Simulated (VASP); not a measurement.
# KI (Pm-3m) in VASP: a series of runs

KI is run at these levels: r2SCAN; tasks: single point.

Program: VASP 6.6.1. These are calculated values, not measurements. Logs are shortened: lines on timing, memory, paths and dates and some standing lists are left out, and cuts for length are marked.

### 1 The cell of the first run

Symmetry: Pm-3m, No. 221, cubic system. Conventional cell: a = 4.203 Å, b = 4.203 Å, c = 4.203 Å, α = 90.00°, β = 90.00°, γ = 90.00°. Within 4.8 Å of K (site symmetry m-3m) lie 8 I at 3.64 Å and 6 K at 4.20 Å. I (site symmetry m-3m) has 8 K at 3.64 Å and 6 I at 4.20 Å within 4.8 Å.

### 2 Single point, r2SCAN (volume changed by -6%)

Contents of POSCAR:

```
KI
1.0
    4.2034874651      0.0000000000      0.0000000000
    0.0000000000      4.2034874651      0.0000000000
    0.0000000000      0.0000000000      4.2034874651
K I
1 1
Direct
    0.0000000000      0.0000000000      0.0000000000
    0.5000000000      0.5000000000      0.5000000000
```

Contents of INCAR.step1:

```
SYSTEM = KI
PREC = Accurate
ENCUT = 520
ISMEAR = 0
SIGMA = 0.01
LREAL = .False.
LASPH = .True.
NELM = 60
NBANDS = 15
GGA = PE
ALGO = Normal
EDIFF = 1E-4
LWAVE = .True.
LCHARG = .False.
```

Contents of INCAR.step2:

```
SYSTEM = KI
PREC = Accurate
ENCUT = 520
EDIFF = 1E-7
ISMEAR = 0
SIGMA = 0.01
LREAL = .False.
LASPH = .True.
NELM = 60
ALGO = Normal
ISIF = 2
LWAVE = .False.
LCHARG = .False.
METAGGA = R2SCAN
LMIXTAU = .True.
NBANDS = 15
ISTART = 1
```

Contents of KPOINTS:

```
regular mesh
0
Gamma
  6 6 6
  0 0 0
```

Potentials or basis: VASP PAW PBE potentials, release 64 (K_sv, I).

On the command line:

```sh
$ cat potpaw_PBE.64/K_sv/POTCAR potpaw_PBE.64/I/POTCAR > POTCAR
$ cp INCAR.step1 INCAR
$ mpirun -np 1 vasp_std > vasp.out
$ cp INCAR.step2 INCAR
$ mpirun -np 1 vasp_std > vasp.out
```

OUTCAR:

```text
SYSTEM = KI
   PREC = Accurate
   ENCUT = 520
   EDIFF = 1E-7
   ISMEAR = 0
   LREAL = .False.
   LASPH = .True.
   NELM = 60
   ISIF = 2
   METAGGA = R2SCAN
   ISTART = 1

 ion  position               nearest neighbor table
   1  0.000  0.000  0.000-   2 3.64   2 3.64   2 3.64   2 3.64   2 3.64   2 3.64   2 3.64   2 3.64

   2  0.500  0.500  0.500-   1 3.64   1 3.64   1 3.64   1 3.64   1 3.64   1 3.64   1 3.64   1 3.64

  LATTYP: Found a simple cubic cell.
 ALAT       =     4.2034874651

  Lattice vectors:

 A1 = (   4.2034874651,   0.0000000000,   0.0000000000)
 A2 = (   0.0000000000,   4.2034874651,   0.0000000000)
 A3 = (   0.0000000000,   0.0000000000,   4.2034874651)

Analysis of symmetry for initial positions (statically):
=====================================================================
 Subroutine PRICEL returns:
 Original cell was already a primitive cell.

 Routine SETGRP: Setting up the symmetry group for a
 simple cubic supercell.

 Subroutine GETGRP returns: Found 48 space group operations
 (whereof 48 operations were pure point group operations)
 out of a pool of 48 trial point group operations.

The static configuration has the point symmetry O_h .

Analysis of symmetry for dynamics (positions and initial velocities):
=====================================================================
 Subroutine PRICEL returns:
 Original cell was already a primitive cell.

 Routine SETGRP: Setting up the symmetry group for a
 simple cubic supercell.

 Subroutine GETGRP returns: Found 48 space group operations
 (whereof 48 operations were pure point group operations)
 out of a pool of 48 trial point group operations.

The dynamic configuration has the point symmetry O_h .

 Subroutine INISYM returns: Found 48 space group operations
 (whereof 48 operations are pure point group operations),
 and found     1 'primitive' translations

----------------------------------------------------------------------------------------

                                     Primitive cell

  volume of cell :      74.2727

  direct lattice vectors                    reciprocal lattice vectors
     4.203487465  0.000000000  0.000000000     0.237897700  0.000000000  0.000000000
     0.000000000  4.203487465  0.000000000     0.000000000  0.237897700  0.000000000
     0.000000000  0.000000000  4.203487465     0.000000000  0.000000000  0.237897700

  length of vectors
     4.203487465  4.203487465  4.203487465     0.237897700  0.237897700  0.237897700

  position of ions in fractional coordinates (direct lattice)
     0.000000000  0.000000000  0.000000000
     0.500000000  0.500000000  0.500000000

  ion indices of the primitive-cell ions
   primitive index   ion index
                 1           1
                 2           2

----------------------------------------------------------------------------------------

 KPOINTS: regular mesh

Automatic generation of k-mesh.
 Grid dimensions read from file:
 generate k-points for:    6    6    6

 Generating k-lattice:

  Cartesian coordinates                     Fractional coordinates (reciprocal lattice)
     0.039649617  0.000000000  0.000000000     0.166666667  0.000000000  0.000000000
     0.000000000  0.039649617  0.000000000     0.000000000  0.166666667  0.000000000
     0.000000000  0.000000000  0.039649617     0.000000000  0.000000000  0.166666667

  Length of vectors
     0.039649617  0.039649617  0.039649617

  Shift w.r.t. Gamma in fractional coordinates (k-lattice)
     0.000000000  0.000000000  0.000000000

 Subroutine IBZKPT returns following result:
 ===========================================

 Found     20 irreducible k-points:

 Following reciprocal coordinates:
            Coordinates               Weight
  0.000000  0.000000  0.000000      1.000000
  0.166667  0.000000  0.000000      6.000000
  0.333333  0.000000  0.000000      6.000000
  0.500000  0.000000  0.000000      3.000000
  0.166667  0.166667  0.000000     12.000000
  0.333333  0.166667  0.000000     24.000000
[... 12 lines left out ...]
  0.500000  0.500000  0.333333      6.000000
  0.500000  0.500000  0.500000      1.000000
   k-points           NKPTS =     20   k-points in BZ     NKDIM =     20   number of bands    NBANDS=     15
   number of dos      NEDOS =    301   number of ions     NIONS =      2
   total plane-waves  NPLWV =  32768
   dimension x,y,z NGX =    32 NGY =   32 NGZ =   32
   dimension x,y,z NGXF=    64 NGYF=   64 NGZF=   64
   ions per type =               1   1
   NGX,Y,Z   is equivalent  to a cutoff of  12.66, 12.66, 12.66 a.u.
   NGXF,Y,Z  is equivalent  to a cutoff of  25.31, 25.31, 25.31 a.u.
 SYSTEM =  KI
   PREC   = accura    normal or accurate (medium, high low for compatibility)
   ISTART =      1    job   : 0-new  1-cont  2-samecut
   ICHARG =      0    charge: 1-file 2-atom 10-const
   ISPIN  =      1    spin polarized calculation?
   LNONCOLLINEAR =      F non collinear calculations
   LSORBIT =      F    spin-orbit coupling
   LASPH  =      T    aspherical Exc in radial PAW
   ENCUT  =  520.0 eV  38.22 Ry    6.18 a.u.   7.82  7.82  7.82*2*pi/ulx,y,z
   NELM   =     60;   NELMIN=  2; NELMDL=  0     # of ELM steps
   EDIFF  = 0.1E-06   stopping-criterion for ELM
   LREAL  =      F    real-space projection
   EDIFFG = 0.1E-05   stopping-criterion for IOM
   NSW    =      0    number of steps for IOM
   IBRION =     -1    ionic relax: 0-MD 1-quasi-New 2-CG
   NFREE  =      0    steps in history (QN), initial steepest desc. (CG)
   ISIF   =      2    stress and relaxation
   ISYM   =      2    0-nonsym 1-usesym 2-fastsym
   POTIM  = 0.5000    time-step for ionic-motion
   TEBEG  =    0.0;   TEEND  =   0.0 temperature during run
   PSTRESS=    0.0 pullay stress
   NELECT =      16.0000    total number of electrons
   NUPDOWN=      -1.0000    fix difference up-down
   EMIN   =  10.00;   EMAX   =-10.00  energy-range for DOS
   EFERMI =   0.00;   METHOD = LEGACY
   ISMEAR =     0;   SIGMA  =   0.01  broadening in eV -4-tet -1-fermi 0-gaus
   EFERMI_NEDOS =   21; number of points for ismear=-14 and -15
   IALGO  =     38    algorithm
   IMIX   =      4    mixing-type and parameters
     AMIX     =   0.40;   BMIX     =  1.00
     AMIX_MAG =   1.60;   BMIX_MAG =  1.00
  volume/ion in A,a.u.               =      37.14       250.61
  Fermi-wavevector in a.u.,A,eV,Ry     =   0.981383  1.854544 13.103935  0.963112
  Thomas-Fermi vector in A             =   2.112385
   LORBIT       =      0    0 simple, 1 ext, 2 COOP (PROOUT), +10 PAW based schemes
   METAGGA = R2SCAN    functional components
   LHFCALC =     F    Hartree Fock is set to
   AEXX    =    0.0000 exact exchange contribution
   IVDW    =     0    specifies the selected vdW correction
   LEPSILON=     F    determine dielectric tensor
   LRPA    =     F    only Hartree local field effects (RPA)
 non-spin polarized calculation
 Gauss-broadening in eV      SIGMA  =   0.01
  energy-cutoff  :      520.00
  volume of cell :       74.27
 maximum number of plane-waves:      2016
 NGX is ok and might be reduce to    32
   NGX = 15   NGY = 15   NGZ = 15

 number of electron      15.9999996 magnetization

 Free energy of the ion-electron system (eV)
  ---------------------------------------------------
  ext. energy  EPLUGINS =         0.00000000
  ---------------------------------------------------
  free energy    TOTEN  =       -33.84819432 eV

  energy without entropy =      -33.84819432  energy(sigma->0) =      -33.84819432

 E-fermi :   1.0977     XC(G=0):  -8.3199

 val. band max:        1.0040405232   @ k =   0.5000   0.5000   0.0000
 cond. band min:       5.2327456082   @ k =   0.0000   0.0000   0.0000
 fundamental gap:      4.2287050850
 Fermi energy:         1.0977468378

 k-point     1 :       0.0000    0.0000    0.0000
  band No.  band energies     occupation
      1     -29.5388      2.00000
      2     -12.2230      2.00000
      3     -12.2230      2.00000
      4     -12.2230      2.00000
      5     -10.6650      2.00000
      6       0.5988      2.00000
      7       0.5988      2.00000
      8       0.5988      2.00000
      9       5.2327      0.00000
     10       6.1201      0.00000
     11       6.1201      0.00000
     12      10.1597      0.00000
     13      10.1597      0.00000
     14      10.1597      0.00000
     15      12.3192      0.00000

 k-point     2 :       0.1667    0.0000    0.0000
  band No.  band energies     occupation
      1     -29.5372      2.00000
      2     -12.2843      2.00000
      3     -12.2193      2.00000
      4     -12.2193      2.00000
      5     -10.5613      2.00000
      6      -0.0997      2.00000
      7       0.6177      2.00000
      8       0.6177      2.00000
      9       5.7880      0.00000
     10       6.3343      0.00000
     11       6.9210      0.00000
     12      10.0618      0.00000
     13      10.0618      0.00000
     14      10.2866      0.00000
     15      11.2802      0.00000

 k-point     3 :       0.3333    0.0000    0.0000
  band No.  band energies     occupation
      1     -29.5342      2.00000
      2     -12.3932      2.00000
      3     -12.2119      2.00000
      4     -12.2119      2.00000
      5     -10.3592      2.00000
      6      -1.1208      2.00000
      7       0.6555      2.00000
      8       0.6555      2.00000
      9       6.7075      0.00000
     10       6.9576      0.00000
     11       8.5104      0.00000
     12       9.6525      0.00000
     13      10.0568      0.00000
     14      10.0568      0.00000
     15      10.5918      0.00000
[... 271 lines left out ...]
 k-point    19 :       0.5000    0.5000    0.3333
  band No.  band energies     occupation
      1     -29.5229      2.00000
      2     -12.3054      2.00000
      3     -12.3054      2.00000
      4     -12.2741      2.00000
      5     -10.0588      2.00000
      6      -0.8878      2.00000
      7      -0.8878      2.00000
      8      -0.4960      2.00000
      9       6.5752      0.00000
     10       7.4093      0.00000
     11       7.4093      0.00000
     12      10.1285      0.00000
     13      10.9812      0.00000
     14      10.9812      0.00000
     15      11.6452      0.00000

 k-point    20 :       0.5000    0.5000    0.5000
  band No.  band energies     occupation
      1     -29.5216      2.00000
      2     -12.2992      2.00000
      3     -12.2992      2.00000
      4     -12.2992      2.00000
      5     -10.0000      2.00000
      6      -0.8789      2.00000
      7      -0.8789      2.00000
      8      -0.8789      2.00000
      9       7.1747      0.00000
     10       7.1747      0.00000
     11       7.1747      0.00000
     12      10.8583      0.00000
     13      10.8583      0.00000
     14      10.8583      0.00000
     15      11.5719      0.00000

------------------------ aborting loop because EDIFF is reached ----------------------------------------

  FORCE on cell =-STRESS in cart. coord.  units (eV):
  Direction    XX          YY          ZZ          XY          YZ          ZX
  --------------------------------------------------------------------------------------
  -------------------------------------------------------------------------------------
  Total        0.4983853      0.4983853      0.4983853      0.0000000      0.0000000      0.0000000
  in kB       10.7509428     10.7509428     10.7509428      0.0000000      0.0000000      0.0000000
  external PRESSURE =      10.7509428 kB  Pullay stress =       0.0000000 kB

 VOLUME and BASIS-vectors are now :
 -----------------------------------------------------------------------------
  energy-cutoff  :      520.00
  volume of cell :       74.27
      direct lattice vectors                 reciprocal lattice vectors
     4.203487465  0.000000000  0.000000000     0.237897700  0.000000000  0.000000000
     0.000000000  4.203487465  0.000000000     0.000000000  0.237897700  0.000000000
     0.000000000  0.000000000  4.203487465     0.000000000  0.000000000  0.237897700

 POSITION                                       TOTAL-FORCE (eV/Angst)
 -----------------------------------------------------------------------------------
      0.00000      0.00000      0.00000         0.000000      0.000000      0.000000
      2.10174      2.10174      2.10174         0.000000      0.000000      0.000000
 -----------------------------------------------------------------------------------
    total drift:                                0.000000      0.000000     -0.000000

  FREE ENERGIE OF THE ION-ELECTRON SYSTEM (eV)
  ---------------------------------------------------
  free  energy   TOTEN  =       -33.8481943211 eV

  energy  without entropy=      -33.8481943211  energy(sigma->0) =      -33.84819432
```

It took 35 s on 1 thread of Intel Xeon 6975P-C (Granite Rapids), shared host; peak memory 0.19 GiB.

Results:

| Item | Value |
| --- | --- |
| Free energy | -33.8482 eV |
| Pressure | 1.1 GPa |
| Band gap on the k mesh | 4.23 eV, indirect (least direct gap 4.38 eV) |

Levels at points of the mesh, in eV from the valence-band top:
```csv
k point,band 6,band 7,band 8,band 9,band 10,band 11
"(0.00, 0.00, 0.00)",-0.41,-0.41,-0.41,4.23,5.12,5.12
"(0.50, 0.00, 0.00)",-2.54,-0.33,-0.33,6.33,6.66,7.57
"(0.50, 0.50, 0.00)",-1.92,-1.92,0.00,4.38,6.38,7.38
"(0.50, 0.50, 0.50)",-1.88,-1.88,-1.88,6.17,6.17,6.17
```

Caveat: the PAW data sets were made with another functional, which shifts forces and pressure a little; spin-orbit coupling is left out, which moves the levels of the heavy elements. A k mesh can miss the band edges.

[end of part 1 of 2]
